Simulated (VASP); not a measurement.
# Hf (P6_3/mmc) in VASP: notebook

Runs on Hf. Level: LDA. Tasks: single point.

All numbers are computed with VASP 6.6.1; they aren't measurements. Logs are shortened: lines on timing, memory, paths and dates and some standing lists are left out, and cuts for length are marked.

### Step 1. The cell of the first run

Symmetry: P6_3/mmc, No. 194, hexagonal system. The conventional cell has a = 3.118 Å, b = 3.118 Å, c = 4.948 Å, α = 90.00°, β = 90.00°, γ = 120.00°. Hf (site symmetry -6m2) has 12 Hf at 3.06 to 3.12 Å within 4.0 Å.

### Step 2. Single point, LDA

The input, INCAR:

```
PREC = Accurate
ENCUT = 520
EDIFF = 1E-6
ISMEAR = -1
SIGMA = 0.1
LREAL = F
LASPH = T
NELM = 60
ALGO = Normal
ISIF = 2
LWAVE = F
LCHARG = F
NBANDS = 17
```

The input, KPOINTS:

```
Automatic mesh
0
Gamma
  9 9 5
```

The input, POSCAR:

```
Hf
1.0
    3.1183974891      0.0000000000      0.0000000000
   -1.5591987445      2.7006114446      0.0000000000
    0.0000000000      0.0000000000      4.9475473504
Hf
2
Direct
    0.3333333333      0.6666666667      0.2500000000
    0.6666666667      0.3333333333      0.7500000000
```

Potentials or basis: VASP PAW LDA potentials, release 64 (Hf_pv).

Run with:

```bash
cat potpaw_LDA.64/Hf_pv/POTCAR > POTCAR
mpirun -np 1 vasp_std > vasp.out
```

OUTCAR:

```text
PREC = Accurate
   ENCUT = 520
   EDIFF = 1E-6
   ISMEAR = -1
   LREAL = F
   LASPH = T
   NELM = 60
   ISIF = 2

 ion  position               nearest neighbor table
   1  0.333  0.667  0.250-   2 3.06   2 3.06   2 3.06   2 3.06   2 3.06   2 3.06
   2  0.667  0.333  0.750-   1 3.06   1 3.06   1 3.06   1 3.06   1 3.06   1 3.06

  LATTYP: Found a hexagonal cell.
 ALAT       =     3.1183974891
 C/A-ratio  =     1.5865672570

  Lattice vectors:

 A1 = (   3.1183974891,   0.0000000000,   0.0000000000)
 A2 = (  -1.5591987445,   2.7006114446,   0.0000000000)
 A3 = (   0.0000000000,   0.0000000000,   4.9475473504)

Analysis of symmetry for initial positions (statically):
=====================================================================
 Subroutine PRICEL returns:
 Original cell was already a primitive cell.

 Routine SETGRP: Setting up the symmetry group for a
 hexagonal supercell.

 Subroutine GETGRP returns: Found 24 space group operations
 (whereof 12 operations were pure point group operations)
 out of a pool of 24 trial point group operations.

The static configuration has the point symmetry D_3d.
 The point group associated with its full space group is D_6h.

Analysis of symmetry for dynamics (positions and initial velocities):
=====================================================================
 Subroutine PRICEL returns:
 Original cell was already a primitive cell.

 Routine SETGRP: Setting up the symmetry group for a
 hexagonal supercell.

 Subroutine GETGRP returns: Found 24 space group operations
 (whereof 12 operations were pure point group operations)
 out of a pool of 24 trial point group operations.

The dynamic configuration has the point symmetry D_3d.
 The point group associated with its full space group is D_6h.

 Subroutine INISYM returns: Found 24 space group operations
 (whereof 12 operations are pure point group operations),
 and found     1 'primitive' translations

----------------------------------------------------------------------------------------

                                     Primitive cell

  volume of cell :      41.6662

  direct lattice vectors                    reciprocal lattice vectors
     3.118397489  0.000000000  0.000000000     0.320677529  0.185143257  0.000000000
    -1.559198744  2.700611445  0.000000000     0.000000000  0.370286515  0.000000000
     0.000000000  0.000000000  4.947547350     0.000000000  0.000000000  0.202120350

  length of vectors
     3.118397489  3.118397489  4.947547350     0.370286515  0.370286515  0.202120350

  position of ions in fractional coordinates (direct lattice)
     0.333333333  0.666666667  0.250000000
     0.666666667  0.333333333  0.750000000

  ion indices of the primitive-cell ions
   primitive index   ion index
                 1           1
                 2           2

----------------------------------------------------------------------------------------

 KPOINTS: Automatic mesh

Automatic generation of k-mesh.
 Grid dimensions read from file:
 generate k-points for:    9    9    5

 Generating k-lattice:

  Cartesian coordinates                     Fractional coordinates (reciprocal lattice)
     0.035630837  0.020571473  0.000000000     0.111111111  0.000000000  0.000000000
     0.000000000  0.041142946  0.000000000     0.000000000  0.111111111  0.000000000
     0.000000000  0.000000000  0.040424070     0.000000000  0.000000000  0.200000000

  Length of vectors
     0.041142946  0.041142946  0.040424070

  Shift w.r.t. Gamma in fractional coordinates (k-lattice)
     0.000000000  0.000000000  0.000000000

 Subroutine IBZKPT returns following result:
 ===========================================

 Found     36 irreducible k-points:

 Following reciprocal coordinates:
            Coordinates               Weight
  0.000000  0.000000  0.000000      1.000000
  0.111111 -0.000000  0.000000      6.000000
  0.222222  0.000000  0.000000      6.000000
  0.333333 -0.000000  0.000000      6.000000
  0.444444  0.000000  0.000000      6.000000
  0.111111  0.111111  0.000000      6.000000
[... 16 lines left out ...]
  0.333333  0.222222  0.200000     24.000000
  0.333333  0.333333  0.200000      4.000000
 [... further k-points ...]
   k-points           NKPTS =     36   k-points in BZ     NKDIM =     36   number of bands    NBANDS=     17
   number of dos      NEDOS =    301   number of ions     NIONS =      2
   total plane-waves  NPLWV =  23040
   dimension x,y,z NGX =    24 NGY =   24 NGZ =   40
   dimension x,y,z NGXF=    48 NGYF=   48 NGZF=   80
   ions per type =               2
   NGX,Y,Z   is equivalent  to a cutoff of  12.79, 12.79, 13.44 a.u.
   NGXF,Y,Z  is equivalent  to a cutoff of  25.59, 25.59, 26.88 a.u.
 SYSTEM =  unknown system
   PREC   = accura    normal or accurate (medium, high low for compatibility)
   ISTART =      0    job   : 0-new  1-cont  2-samecut
   ICHARG =      2    charge: 1-file 2-atom 10-const
   ISPIN  =      1    spin polarized calculation?
   LNONCOLLINEAR =      F non collinear calculations
   LSORBIT =      F    spin-orbit coupling
   LASPH  =      T    aspherical Exc in radial PAW
   ENCUT  =  520.0 eV  38.22 Ry    6.18 a.u.   5.80  5.80  9.20*2*pi/ulx,y,z
   NELM   =     60;   NELMIN=  2; NELMDL= -5     # of ELM steps
   EDIFF  = 0.1E-05   stopping-criterion for ELM
   LREAL  =      F    real-space projection
   EDIFFG = 0.1E-04   stopping-criterion for IOM
   NSW    =      0    number of steps for IOM
   IBRION =     -1    ionic relax: 0-MD 1-quasi-New 2-CG
   NFREE  =      0    steps in history (QN), initial steepest desc. (CG)
   ISIF   =      2    stress and relaxation
   ISYM   =      2    0-nonsym 1-usesym 2-fastsym
   POTIM  = 0.5000    time-step for ionic-motion
   TEBEG  =    0.0;   TEEND  =   0.0 temperature during run
   PSTRESS=    0.0 pullay stress
   NELECT =      20.0000    total number of electrons
   NUPDOWN=      -1.0000    fix difference up-down
   EMIN   =  10.00;   EMAX   =-10.00  energy-range for DOS
   EFERMI =   0.00;   METHOD = LEGACY
   ISMEAR =    -1;   SIGMA  =   0.10  broadening in eV -4-tet -1-fermi 0-gaus
   EFERMI_NEDOS =   21; number of points for ismear=-14 and -15
   IALGO  =     38    algorithm
   IMIX   =      4    mixing-type and parameters
     AMIX     =   0.40;   BMIX     =  1.00
     AMIX_MAG =   1.60;   BMIX_MAG =  1.00
  volume/ion in A,a.u.               =      20.83       140.59
  Fermi-wavevector in a.u.,A,eV,Ry     =   1.281810  2.422270 22.354873  1.643037
  Thomas-Fermi vector in A             =   2.414158
   LORBIT       =      0    0 simple, 1 ext, 2 COOP (PROOUT), +10 PAW based schemes
   GGA     = CA    functional components
   LHFCALC =     F    Hartree Fock is set to
   AEXX    =    0.0000 exact exchange contribution
   IVDW    =     0    specifies the selected vdW correction
   LEPSILON=     F    determine dielectric tensor
   LRPA    =     F    only Hartree local field effects (RPA)
 non-spin polarized calculation
  energy-cutoff  :      520.00
  volume of cell :       41.67
 maximum number of plane-waves:      1134
 NGX is ok and might be reduce to    24
   NGX = 11   NGY = 11   NGZ = 19

 number of electron      19.9999997 magnetization

 Free energy of the ion-electron system (eV)
  ---------------------------------------------------
  ext. energy  EPLUGINS =         0.00000000
  ---------------------------------------------------
  free energy    TOTEN  =       -21.42125266 eV

  energy without entropy =      -21.37166122  energy(sigma->0) =      -21.39645694

 E-fermi :   5.2874     XC(G=0): -11.7987

 val. band max:        5.2675209248   @ k =   0.3333   0.3333   0.4000
 cond. band min:       5.2948829446   @ k =   0.0000   0.0000   0.4000
 fundamental gap:      0.0273620197
 Fermi energy:         5.2873793106

 k-point     1 :       0.0000    0.0000    0.0000
  band No.  band energies     occupation
      1     -25.5992      2.00000
      2     -24.6449      2.00000
      3     -24.6449      2.00000
      4     -24.4847      2.00000
      5     -24.4840      2.00000
      6     -24.4840      2.00000
[... 9 lines left out ...]
     16       8.0200      0.00000
     17      10.9470      0.00000

 k-point     2 :       0.1111   -0.0000    0.0000
  band No.  band energies     occupation
      1     -25.5585      2.00000
      2     -24.7335      2.00000
      3     -24.6740      2.00000
      4     -24.5771      2.00000
      5     -24.5033      2.00000
      6     -24.4958      2.00000
[... 9 lines left out ...]
     16       7.6842      0.00000
     17      11.2414      0.00000

 k-point     3 :       0.2222    0.0000    0.0000
  band No.  band energies     occupation
      1     -25.4459      2.00000
      2     -24.9573      2.00000
      3     -24.8009      2.00000
      4     -24.7441      2.00000
      5     -24.5595      2.00000
      6     -24.5287      2.00000
[... 9 lines left out ...]
     16       8.7259      0.00000
     17      11.7309      0.00000

 k-point     4 :       0.3333   -0.0000    0.0000
  band No.  band energies     occupation
      1     -25.2907      2.00000
      2     -25.2098      2.00000
      3     -25.0381      2.00000
      4     -24.8193      2.00000
      5     -24.6502      2.00000
      6     -24.5692      2.00000
[... 9 lines left out ...]
     16      10.2418      0.00000
     17      12.0571      0.00000

 k-point     5 :       0.4444    0.0000    0.0000
  band No.  band energies     occupation
      1     -25.3723      2.00000
      2     -25.1850      2.00000
      3     -25.1513      2.00000
      4     -24.8666      2.00000
      5     -24.7471      2.00000
      6     -24.5966      2.00000
[... 9 lines left out ...]
     16      11.7802      0.00000
     17      12.1923      0.00000

 k-point     6 :       0.1111    0.1111    0.0000
  band No.  band energies     occupation
      1     -25.4817      2.00000
      2     -24.8638      2.00000
      3     -24.7999      2.00000
      4     -24.6675      2.00000
      5     -24.5408      2.00000
      6     -24.5358      2.00000
[... 9 lines left out ...]
     16       8.5383      0.00000
     17      11.4847      0.00000

 k-point     7 :       0.2222    0.1111    0.0000
  band No.  band energies     occupation
      1     -25.3464      2.00000
      2     -25.0827      2.00000
      3     -24.9878      2.00000
      4     -24.7795      2.00000
      5     -24.6156      2.00000
      6     -24.5945      2.00000
[... 9 lines left out ...]
     16      10.0316      0.00000
     17      11.7390      0.00000

 k-point     8 :       0.3333    0.1111    0.0000
  band No.  band energies     occupation
      1     -25.2887      2.00000
      2     -25.1906      2.00000
      3     -25.1269      2.00000
      4     -24.8816      2.00000
      5     -24.7177      2.00000
      6     -24.6414      2.00000
[... 9 lines left out ...]
     16      11.8037      0.00000
     17      11.8906      0.00000
[... 203 lines left out ...]
      1     -25.3520      2.00000
      2     -25.0685      2.00000
      3     -24.9701      2.00000
      4     -24.7934      2.00000
      5     -24.6286      2.00000
      6     -24.5954      2.00000
[... 9 lines left out ...]
     16       9.8877      0.00000
     17      11.5259      0.00000

 k-point    20 :       0.3333    0.1111    0.2000
  band No.  band energies     occupation
      1     -25.3811      2.00000
      2     -25.2232      2.00000
      3     -25.0242      2.00000
      4     -24.8638      2.00000
      5     -24.7079      2.00000
      6     -24.6421      2.00000
[... 9 lines left out ...]
     16      11.0820      0.00000
     17      12.2203      0.00000

 k-point    21 :       0.4444    0.1111    0.2000
  band No.  band energies     occupation
      1     -25.4322      2.00000
      2     -25.2712      2.00000
      3     -25.0161      2.00000
      4     -24.8671      2.00000
      5     -24.7604      2.00000
      6     -24.6635      2.00000
[... 9 lines left out ...]
     16      11.8574      0.00000
     17      12.5731      0.00000

 k-point    22 :       0.2222    0.2222    0.2000
  band No.  band energies     occupation
      1     -25.3164      2.00000
      2     -25.2173      2.00000
      3     -24.9769      2.00000
      4     -24.9230      2.00000
      5     -24.7314      2.00000
      6     -24.6531      2.00000
[... 9 lines left out ...]
     16      11.0668      0.00000
     17      12.2459      0.00000

 k-point    23 :       0.3333    0.2222    0.2000
  band No.  band energies     occupation
      1     -25.3361      2.00000
      2     -25.2389      2.00000
      3     -25.0702      2.00000
      4     -24.9010      2.00000
      5     -24.8225      2.00000
      6     -24.7147      2.00000
[... 9 lines left out ...]
     16      11.7720      0.00000
     17      12.5017      0.00000

 k-point    24 :       0.3333    0.3333    0.2000
  band No.  band energies     occupation
      1     -25.2219      2.00000
      2     -25.2157      2.00000
      3     -25.2157      2.00000
      4     -24.9329      2.00000
      5     -24.7970      2.00000
      6     -24.7970      2.00000
[... 9 lines left out ...]
     16      10.9465      0.00000
     17      12.0104      0.00000

 [... further k-points ...]

------------------------ aborting loop because EDIFF is reached ----------------------------------------

  FORCE on cell =-STRESS in cart. coord.  units (eV):
  Direction    XX          YY          ZZ          XY          YZ          ZX
  --------------------------------------------------------------------------------------
  -------------------------------------------------------------------------------------
  Total       -0.0425831     -0.0425831      0.0698872     -0.0000000     -0.0000000     -0.0000000
  in kB       -1.6374352     -1.6374352      2.6873512     -0.0000000     -0.0000000     -0.0000000
  external PRESSURE =      -0.1958397 kB  Pullay stress =       0.0000000 kB

 VOLUME and BASIS-vectors are now :
 -----------------------------------------------------------------------------
  energy-cutoff  :      520.00
  volume of cell :       41.67
      direct lattice vectors                 reciprocal lattice vectors
     3.118397489  0.000000000  0.000000000     0.320677529  0.185143257  0.000000000
    -1.559198744  2.700611445  0.000000000     0.000000000  0.370286515  0.000000000
     0.000000000  0.000000000  4.947547350     0.000000000  0.000000000  0.202120350

 POSITION                                       TOTAL-FORCE (eV/Angst)
 -----------------------------------------------------------------------------------
     -0.00000      1.80041      1.23689         0.000000      0.000000      0.000000
      1.55920      0.90020      3.71066        -0.000000     -0.000000      0.000000
 -----------------------------------------------------------------------------------
    total drift:                               -0.000000      0.000000     -0.000000

  FREE ENERGIE OF THE ION-ELECTRON SYSTEM (eV)
  ---------------------------------------------------
  free  energy   TOTEN  =       -21.4212526574 eV

  energy  without entropy=      -21.3716612240  energy(sigma->0) =      -21.39645694
```

Wall time 38 s (1 thread of AMD EPYC 7R13, shared host); peak memory 0.12 GiB.

What came out:

```
Free energy            : -21.4213 eV
Pressure               : 0.0 GPa
Band gap on the k mesh : zero (band 10 reaches 6.43 eV, above the bottom of band 11 at 4.99 eV)
```

Caveat: spin-orbit coupling is left out, which moves the levels of the heavy elements.

### Step 3. Single point, LDA

The input, INCAR:

```
ALGO = Normal
EDIFF = 1E-7
ENCUT = 520
ISIF = 2
ISMEAR = -1
LASPH = T
LCHARG = T
LELF = T
LREAL = F
LVHAR = T
LWAVE = F
NBANDS = 17
NELM = 80
PREC = Accurate
SIGMA = 0.1
```

The input, KPOINTS:

```
k-points
0
Gamma
  12 12 7
```

POSCAR is that of step 2.

Potentials or basis: VASP PAW LDA potentials, release 64 (Hf_pv).

Run with:

```bash
cat potpaw_LDA.64/Hf_pv/POTCAR > POTCAR
mpirun -np 1 vasp_std > vasp.out
```

Run time: 60 s. Hardware: 1 thread of AMD EPYC 7R13, shared host; peak memory 0.14 GiB.

The run converged. Its results:

| Property | Result |
| --- | --- |
| Free energy | -21.4163 eV |
| Pressure | 0.1 GPa |
| Band gap on the k mesh | zero (band 10 reaches 6.43 eV, above the bottom of band 11 at 5.03 eV) |

Stress tensor (GPa, compression positive):
```
0.08 0.00 0.00
0.00 0.08 0.00
0.00 0.00 0.16
```

Levels at points of the mesh, in eV from the Fermi level:
```tsv
k point	band 6	band 7	band 8	band 9	band 10	band 11	band 12	band 13	band 14	band 15
(0.00, 0.00, 0.00)	-29.76	-7.53	-3.92	1.08	1.15	1.15	1.42	2.03	2.03	2.74
(0.50, 0.00, 0.00)	-29.88	-3.43	-3.01	-2.44	-0.53	0.74	0.97	1.80	6.32	6.89
```

Caveat: spin-orbit coupling is left out, which moves the levels of the heavy elements.
